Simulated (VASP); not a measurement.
Set up this calculation in VASP 6.6.1, as the native input.

* Task: single point
* Functional: PBEsol
* Potentials or basis: VASP PAW PBE potentials, release 64 (Sc_sv, Zn)
* Cutoff: 520 eV
* k mesh: 12 × 12 × 12
* Occupations: fermi-dirac, width 0.15 eV
* Spin: no spin polarisation
* Dipole correction: no
* Further INCAR settings: ALGO = Normal; EDIFF = 1e-06; NBANDS = 18

The structure of ScZn lies in POSCAR:

```
ScZn
1.0
    3.3020546759      0.0000000000      0.0000000000
    0.0000000000      3.3020546759      0.0000000000
    0.0000000000      0.0000000000      3.3020546759
Sc Zn
1 1
Direct
    0.0000000000      0.0000000000      0.0000000000
    0.5000000000      0.5000000000      0.5000000000
```

These files were run (other wordings do the same):

INCAR

```
  PREC = Accurate
  ENCUT = 520
  EDIFF = 1E-6
  ISMEAR = -1
  SIGMA = 0.15
  LREAL = False
  LASPH = True
  NELM = 100
  ALGO = Normal
  ISIF = 2
  LWAVE = False
  LCHARG = False
  GGA = PS
  NBANDS = 18
```

KPOINTS

```
regular mesh
0
Gamma
  12 12 12
```

Potentials or basis: VASP PAW PBE potentials, release 64 (Sc_sv, Zn).

Launch:

```console
$ cat potpaw_PBE.64/Sc_sv/POTCAR potpaw_PBE.64/Zn/POTCAR > POTCAR
$ mpirun -np 1 vasp_std > vasp.out
```

It gave:

The pressure is 0.2 GPa.

Caveat: the PAW data sets were made with another functional, which shifts forces and pressure a little.

Wall time 34 s on 1 thread of AMD EPYC 9R45 96-Core Processor (Zen 5), with other jobs on the host, peak memory 0.17 GiB.
